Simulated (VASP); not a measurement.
# AlAs (m.bA) (F-43m) in VASP: notebook

AlAs (m.bA) is run at these levels: PBEsol; tasks: single point.

Program: VASP 6.6.1. These are calculated values, not measurements. Logs are shortened: lines on timing, memory, paths and dates and some standing lists are left out, and cuts for length are marked.

### 1 The cell of the first run

The structure is cubic, space group F-43m (No. 216). Conventional cell: a = 5.674 Å, b = 5.674 Å, c = 5.674 Å, α = 90.00°, β = 90.00°, γ = 90.00°. Al (site symmetry -43m) has 4 As at 2.46 Å within 3.2 Å. As (site symmetry -43m) has 4 Al at 2.46 Å within 3.2 Å.

### 2 Single point, PBEsol

INCAR

```
PREC = Accurate ; ENCUT = 500
EDIFF = 1E-6 ; ISMEAR = 0
SIGMA = 0.02 ; LREAL = False
LASPH = True ; NELM = 120
ALGO = Normal ; ISIF = 2
LWAVE = False ; LCHARG = False
GGA = PS ; NBANDS = 11
GGA_COMPAT = False
```

KPOINTS

```
regular mesh
0
Gamma
  8 8 8
```

POSCAR

```
AlAs
1.0
    0.0000000000      2.8372289537      2.8372289537
    2.8372289537      0.0000000000      2.8372289537
    2.8372289537      2.8372289537      0.0000000000
Al As
1 1
Direct
    0.0000000000      0.0000000000      0.0000000000
    0.2500000000      0.2500000000      0.2500000000
```

Potentials or basis: VASP PAW PBE potentials, release 64 (Al, As).

On the command line:

```sh
cat potpaw_PBE.64/Al/POTCAR potpaw_PBE.64/As/POTCAR > POTCAR
mpirun -np 1 vasp_std > vasp.out
```

OUTCAR:

```text
PREC = Accurate
   ENCUT = 500
   EDIFF = 1E-6
   ISMEAR = 0
   LREAL = False
   LASPH = True
   NELM = 120
   ISIF = 2
   GGA = PS

 ion  position               nearest neighbor table
   1  0.000  0.000  0.000-   2 2.46   2 2.46   2 2.46   2 2.46
   2  0.250  0.250  0.250-   1 2.46   1 2.46   1 2.46   1 2.46

  LATTYP: Found a face centered cubic cell.
 ALAT       =     5.6744579074

  Lattice vectors:

 A1 = (   0.0000000000,   2.8372289537,   2.8372289537)
 A2 = (   2.8372289537,   0.0000000000,   2.8372289537)
 A3 = (   2.8372289537,   2.8372289537,   0.0000000000)

Analysis of symmetry for initial positions (statically):
[... 5 lines left out ...]
 face centered cubic supercell.

 Subroutine GETGRP returns: Found 24 space group operations
 (whereof 24 operations were pure point group operations)
 out of a pool of 48 trial point group operations.

The static configuration has the point symmetry T_d .

Analysis of symmetry for dynamics (positions and initial velocities):
[... 5 lines left out ...]
 face centered cubic supercell.

 Subroutine GETGRP returns: Found 24 space group operations
 (whereof 24 operations were pure point group operations)
 out of a pool of 48 trial point group operations.

The dynamic configuration has the point symmetry T_d .

 Subroutine INISYM returns: Found 24 space group operations
 (whereof 24 operations are pure point group operations),
 and found     1 'primitive' translations

----------------------------------------------------------------------------------------

                                     Primitive cell

  volume of cell :      45.6786

  direct lattice vectors                    reciprocal lattice vectors
     0.000000000  2.837228954  2.837228954    -0.176228288  0.176228288  0.176228288
     2.837228954  0.000000000  2.837228954     0.176228288 -0.176228288  0.176228288
     2.837228954  2.837228954  0.000000000     0.176228288  0.176228288 -0.176228288

  length of vectors
     4.012447666  4.012447666  4.012447666     0.305236348  0.305236348  0.305236348

  position of ions in fractional coordinates (direct lattice)
     0.000000000  0.000000000  0.000000000
     0.250000000  0.250000000  0.250000000

  ion indices of the primitive-cell ions
   primitive index   ion index
                 1           1
                 2           2

----------------------------------------------------------------------------------------

 KPOINTS: regular mesh

Automatic generation of k-mesh.
 Grid dimensions read from file:
 generate k-points for:    8    8    8

 Generating k-lattice:

  Cartesian coordinates                     Fractional coordinates (reciprocal lattice)
    -0.022028536  0.022028536  0.022028536     0.125000000  0.000000000  0.000000000
     0.022028536 -0.022028536  0.022028536     0.000000000  0.125000000  0.000000000
     0.022028536  0.022028536 -0.022028536     0.000000000  0.000000000  0.125000000

  Length of vectors
     0.038154543  0.038154543  0.038154543

  Shift w.r.t. Gamma in fractional coordinates (k-lattice)
     0.000000000  0.000000000  0.000000000

 Subroutine IBZKPT returns following result:
 ===========================================

 Found     29 irreducible k-points:

 Following reciprocal coordinates:
            Coordinates               Weight
  0.000000  0.000000  0.000000      1.000000
  0.125000  0.000000  0.000000      8.000000
  0.250000  0.000000  0.000000      8.000000
  0.375000  0.000000  0.000000      8.000000
  0.500000  0.000000  0.000000      4.000000
  0.125000  0.125000  0.000000      6.000000
[... 16 lines left out ...]
  0.500000  0.250000  0.125000     48.000000
 -0.375000  0.250000  0.125000     24.000000
 [... further k-points ...]
   k-points           NKPTS =     29   k-points in BZ     NKDIM =     29   number of bands    NBANDS=     11
   number of dos      NEDOS =    301   number of ions     NIONS =      2
   total plane-waves  NPLWV =  27000
   dimension x,y,z NGX =    30 NGY =   30 NGZ =   30
   dimension x,y,z NGXF=    60 NGYF=   60 NGZF=   60
   ions per type =               1   1
   NGX,Y,Z   is equivalent  to a cutoff of  12.43, 12.43, 12.43 a.u.
   NGXF,Y,Z  is equivalent  to a cutoff of  24.86, 24.86, 24.86 a.u.
 SYSTEM =  unknown system
   PREC   = accura    normal or accurate (medium, high low for compatibility)
   ISTART =      0    job   : 0-new  1-cont  2-samecut
   ICHARG =      2    charge: 1-file 2-atom 10-const
   ISPIN  =      1    spin polarized calculation?
   LNONCOLLINEAR =      F non collinear calculations
   LSORBIT =      F    spin-orbit coupling
   LASPH  =      T    aspherical Exc in radial PAW
   ENCUT  =  500.0 eV  36.75 Ry    6.06 a.u.   7.32  7.32  7.32*2*pi/ulx,y,z
   NELM   =    120;   NELMIN=  2; NELMDL= -5     # of ELM steps
   EDIFF  = 0.1E-05   stopping-criterion for ELM
   LREAL  =      F    real-space projection
   EDIFFG = 0.1E-04   stopping-criterion for IOM
   NSW    =      0    number of steps for IOM
   IBRION =     -1    ionic relax: 0-MD 1-quasi-New 2-CG
   NFREE  =      0    steps in history (QN), initial steepest desc. (CG)
   ISIF   =      2    stress and relaxation
   ISYM   =      2    0-nonsym 1-usesym 2-fastsym
   POTIM  = 0.5000    time-step for ionic-motion
   TEBEG  =    0.0;   TEEND  =   0.0 temperature during run
   PSTRESS=    0.0 pullay stress
   NELECT =       8.0000    total number of electrons
   NUPDOWN=      -1.0000    fix difference up-down
   EMIN   =  10.00;   EMAX   =-10.00  energy-range for DOS
   EFERMI =   0.00;   METHOD = LEGACY
   ISMEAR =     0;   SIGMA  =   0.02  broadening in eV -4-tet -1-fermi 0-gaus
   EFERMI_NEDOS =   21; number of points for ismear=-14 and -15
   IALGO  =     38    algorithm
   IMIX   =      4    mixing-type and parameters
     AMIX     =   0.40;   BMIX     =  1.00
     AMIX_MAG =   1.60;   BMIX_MAG =  1.00
  volume/ion in A,a.u.               =      22.84       154.13
  Fermi-wavevector in a.u.,A,eV,Ry     =   0.915940  1.730876 11.414559  0.838946
  Thomas-Fermi vector in A             =   2.040739
   LORBIT       =      0    0 simple, 1 ext, 2 COOP (PROOUT), +10 PAW based schemes
   GGA     = PS    functional components
   LHFCALC =     F    Hartree Fock is set to
   AEXX    =    0.0000 exact exchange contribution
   IVDW    =     0    specifies the selected vdW correction
   LEPSILON=     F    determine dielectric tensor
   LRPA    =     F    only Hartree local field effects (RPA)
 non-spin polarized calculation
 Gauss-broadening in eV      SIGMA  =   0.02
  energy-cutoff  :      500.00
  volume of cell :       45.68
 maximum number of plane-waves:      1211
 NGX is ok and might be reduce to    30
   NGX = 15   NGY = 15   NGZ = 15

 number of electron       8.0000000 magnetization

 Free energy of the ion-electron system (eV)
  ---------------------------------------------------
  ext. energy  EPLUGINS =         0.00000000
  ---------------------------------------------------
  free energy    TOTEN  =       -10.06467665 eV

  energy without entropy =      -10.06467665  energy(sigma->0) =      -10.06467665

 E-fermi :   3.8269     XC(G=0):  -9.1678

 val. band max:        3.7409487006   @ k =   0.0000   0.0000   0.0000
 cond. band min:       5.0723363702   @ k =   0.5000   0.5000   0.0000
 fundamental gap:      1.3313876696
 Fermi energy:         3.8268720298

 k-point     1 :       0.0000    0.0000    0.0000
  band No.  band energies     occupation
      1      -8.1056      2.00000
      2       3.7409      2.00000
      3       3.7409      2.00000
      4       3.7409      2.00000
      5       5.6644      0.00000
      6       7.9916      0.00000
      7       7.9916      0.00000
      8       7.9916      0.00000
      9      12.4122      0.00000
     10      12.7170      0.00000
     11      12.7170      0.00000

 k-point     2 :       0.1250    0.0000    0.0000
  band No.  band energies     occupation
      1      -7.9536      2.00000
      2       2.2978      2.00000
      3       3.5804      2.00000
      4       3.5804      2.00000
      5       6.4362      0.00000
      6       8.2722      0.00000
      7       8.2722      0.00000
      8       8.3702      0.00000
      9      12.0921      0.00000
     10      12.0921      0.00000
     11      13.1420      0.00000

 k-point     3 :       0.2500    0.0000    0.0000
  band No.  band energies     occupation
      1      -7.5317      2.00000
      2       0.3441      2.00000
      3       3.2640      2.00000
      4       3.2640      2.00000
      5       6.2692      0.00000
      6       8.6074      0.00000
      7       8.6074      0.00000
      8      10.0783      0.00000
      9      11.9814      0.00000
     10      11.9814      0.00000
     11      12.9490      0.00000

 k-point     4 :       0.3750    0.0000    0.0000
  band No.  band energies     occupation
      1      -6.9862      2.00000
      2      -1.1975      2.00000
      3       3.0118      2.00000
      4       3.0118      2.00000
      5       5.9250      0.00000
      6       8.4857      0.00000
      7       8.4857      0.00000
      8      11.2854      0.00000
      9      13.2766      0.00000
     10      13.2766      0.00000
     11      13.3123      0.00000
[... 239 lines left out ...]
 k-point    22 :       0.3750    0.2500    0.1250
  band No.  band energies     occupation
      1      -7.1790      2.00000
      2      -0.0296      2.00000
      3       1.7823      2.00000
      4       2.7652      2.00000
      5       7.2635      0.00000
      6       7.9391      0.00000
      7       8.9583      0.00000
      8      10.2089      0.00000
      9      11.8305      0.00000
     10      14.0829      0.00000
     11      15.6352      0.00000

 k-point    23 :       0.5000    0.2500    0.1250
  band No.  band energies     occupation
      1      -6.6884      2.00000
      2      -1.0371      2.00000
      3       1.1941      2.00000
      4       2.3820      2.00000
      5       7.3444      0.00000
      6       8.1202      0.00000
      7       9.4459      0.00000
      8      10.5374      0.00000
      9      12.9850      0.00000
     10      14.1884      0.00000
     11      15.7682      0.00000

 k-point    24 :      -0.3750    0.2500    0.1250
  band No.  band energies     occupation
      1      -6.4350      2.00000
      2      -1.5147      2.00000
      3       1.0424      2.00000
      4       2.1983      2.00000
      5       7.3355      0.00000
      6       7.8974      0.00000
      7      10.3556      0.00000
      8      11.2864      0.00000
      9      12.0084      0.00000
     10      14.6293      0.00000
     11      15.8938      0.00000

 [... further k-points ...]
[... 5 lines left out ...]
  --------------------------------------------------------------------------------------
  -------------------------------------------------------------------------------------
  Total        0.0794048      0.0794048      0.0794048     -0.0000000      0.0000000     -0.0000000
  in kB        2.7851232      2.7851232      2.7851232     -0.0000000      0.0000000     -0.0000000
  external PRESSURE =       2.7851232 kB  Pullay stress =       0.0000000 kB

 VOLUME and BASIS-vectors are now :
 -----------------------------------------------------------------------------
  energy-cutoff  :      500.00
  volume of cell :       45.68
      direct lattice vectors                 reciprocal lattice vectors
     0.000000000  2.837228954  2.837228954    -0.176228288  0.176228288  0.176228288
     2.837228954  0.000000000  2.837228954     0.176228288 -0.176228288  0.176228288
     2.837228954  2.837228954  0.000000000     0.176228288  0.176228288 -0.176228288

 POSITION                                       TOTAL-FORCE (eV/Angst)
 -----------------------------------------------------------------------------------
      0.00000      0.00000      0.00000         0.000000      0.000000     -0.000000
      1.41861      1.41861      1.41861        -0.000000     -0.000000      0.000000
 -----------------------------------------------------------------------------------
    total drift:                               -0.000000     -0.000000     -0.000000

  FREE ENERGIE OF THE ION-ELECTRON SYSTEM (eV)
  ---------------------------------------------------
  free  energy   TOTEN  =       -10.0646766454 eV

  energy  without entropy=      -10.0646766453  energy(sigma->0) =      -10.06467665
```

Wall time 18 s (1 thread of Intel Xeon 8259CL, shared host); peak memory 0.17 GiB.

What came out:

| Item | Value |
| --- | --- |
| Free energy | -10.0647 eV |
| Pressure | 0.3 GPa |
| Band gap on the k mesh | 1.33 eV, indirect (least direct gap 1.92 eV) |

Levels at points of the mesh, in eV from the valence-band top:
```
           k point  band 1  band 2  band 3  band 4  band 5  band 6  band 7  band 8
(0.00, 0.00, 0.00)  -11.85    0.00    0.00    0.00    1.92    4.25    4.25    4.25
(0.50, 0.00, 0.00)  -10.44   -5.57   -0.82   -0.82    2.05    4.63    4.63    7.56
(0.50, 0.50, 0.00)   -9.89   -5.42   -2.17   -2.17    1.33    2.22   10.23   10.23
```

Caveat: the PAW data sets were made with another functional, which shifts forces and pressure a little. A k mesh can miss the band edges.

### 3 Single point, PBEsol

INCAR

```
SYSTEM = AlAs
PREC = Accurate
ENCUT = 500
EDIFF = 1E-6
ISMEAR = 0
SIGMA = 0.02
LREAL = .FALSE.
LASPH = .TRUE.
NELM = 120
ALGO = Normal
ISIF = 2
LWAVE = .FALSE.
LCHARG = .TRUE.
GGA = PS
LELF = .TRUE.
LVHAR = .TRUE.
NBANDS = 11
GGA_COMPAT = .FALSE.
```

KPOINTS

```
regular mesh
0
G
  8 8 8
  0 0 0
```

POSCAR is that of step 2.

Potentials or basis: VASP PAW PBE potentials, release 64 (Al, As).

On the command line:

```sh
cat potpaw_PBE.64/Al/POTCAR potpaw_PBE.64/As/POTCAR > POTCAR
mpirun -np 1 vasp_std > vasp.out
```

OUTCAR:

```text
SYSTEM = AlAs
   PREC = Accurate
   ENCUT = 500
   EDIFF = 1E-6
   ISMEAR = 0
   LREAL = .FALSE.
   LASPH = .TRUE.
   NELM = 120
   ISIF = 2
   GGA = PS

 ion  position               nearest neighbor table
   1  0.000  0.000  0.000-   2 2.46   2 2.46   2 2.46   2 2.46
   2  0.250  0.250  0.250-   1 2.46   1 2.46   1 2.46   1 2.46

  LATTYP: Found a face centered cubic cell.
 ALAT       =     5.6744579074

  Lattice vectors:

 A1 = (   0.0000000000,   2.8372289537,   2.8372289537)
 A2 = (   2.8372289537,   0.0000000000,   2.8372289537)
 A3 = (   2.8372289537,   2.8372289537,   0.0000000000)
[... 513 lines left out ...]
      7      10.3556      0.00000
      8      11.2864      0.00000
      9      12.0084      0.00000
     10      14.6293      0.00000
     11      15.8938      0.00000

 [... further k-points ...]
[... 5 lines left out ...]
  --------------------------------------------------------------------------------------
  -------------------------------------------------------------------------------------
  Total        0.0794048      0.0794048      0.0794048     -0.0000000      0.0000000     -0.0000000
  in kB        2.7851232      2.7851232      2.7851232     -0.0000000      0.0000000     -0.0000000
  external PRESSURE =       2.7851232 kB  Pullay stress =       0.0000000 kB

 VOLUME and BASIS-vectors are now :
 -----------------------------------------------------------------------------
  energy-cutoff  :      500.00
  volume of cell :       45.68
      direct lattice vectors                 reciprocal lattice vectors
     0.000000000  2.837228954  2.837228954    -0.176228288  0.176228288  0.176228288
     2.837228954  0.000000000  2.837228954     0.176228288 -0.176228288  0.176228288
     2.837228954  2.837228954  0.000000000     0.176228288  0.176228288 -0.176228288

 POSITION                                       TOTAL-FORCE (eV/Angst)
 -----------------------------------------------------------------------------------
      0.00000      0.00000      0.00000         0.000000      0.000000     -0.000000
      1.41861      1.41861      1.41861        -0.000000     -0.000000      0.000000
 -----------------------------------------------------------------------------------
    total drift:                               -0.000000     -0.000000     -0.000000

  FREE ENERGIE OF THE ION-ELECTRON SYSTEM (eV)
  ---------------------------------------------------
  free  energy   TOTEN  =       -10.0646766454 eV

  energy  without entropy=      -10.0646766453  energy(sigma->0) =      -10.06467665
```

OSZICAR:

```text
N       E                     dE             d eps       ncg     rms          rms(c)
DAV:   1     0.123330058080E+02    0.12333E+02   -0.30299E+03   646   0.538E+02
DAV:   2    -0.944780065848E+01   -0.21781E+02   -0.20604E+02   804   0.842E+01
DAV:   3    -0.103238958147E+02   -0.87610E+00   -0.87477E+00   800   0.173E+01
DAV:   4    -0.103307816485E+02   -0.68858E-02   -0.68850E-02   744   0.185E+00
DAV:   5    -0.103309215635E+02   -0.13991E-03   -0.13991E-03   782   0.252E-01    0.325E+00
DAV:   6    -0.101127864437E+02    0.21814E+00   -0.35076E-01   698   0.211E+00    0.185E+00
DAV:   7    -0.100663577031E+02    0.46429E-01   -0.17203E-01   736   0.158E+00    0.650E-01
DAV:   8    -0.100646106422E+02    0.17471E-02   -0.10862E-02   710   0.485E-01    0.936E-02
DAV:   9    -0.100646267635E+02   -0.16121E-04   -0.50164E-04   743   0.120E-01    0.447E-02
DAV:  10    -0.100646727687E+02   -0.46005E-04   -0.50405E-05   706   0.390E-02    0.937E-03
DAV:  11    -0.100646767971E+02   -0.40284E-05   -0.69940E-06   750   0.132E-02    0.498E-03
DAV:  12    -0.100646766454E+02    0.15179E-06   -0.12656E-06   472   0.490E-03
   1 F= -.10064677E+02 E0= -.10064677E+02  d E =-.637515E-12
```

Wall time 26 s (1 thread of Intel Xeon 8259CL, shared host); peak memory 0.17 GiB.

What came out:

- Free energy: -10.0647 eV
- Pressure: 0.3 GPa
- Band gap on the k mesh: 1.33 eV, indirect (least direct gap 1.92 eV)

Caveat: the PAW data sets were made with another functional, which shifts forces and pressure a little. A hybrid or GW would open this gap; PBEsol tends to underestimate it.
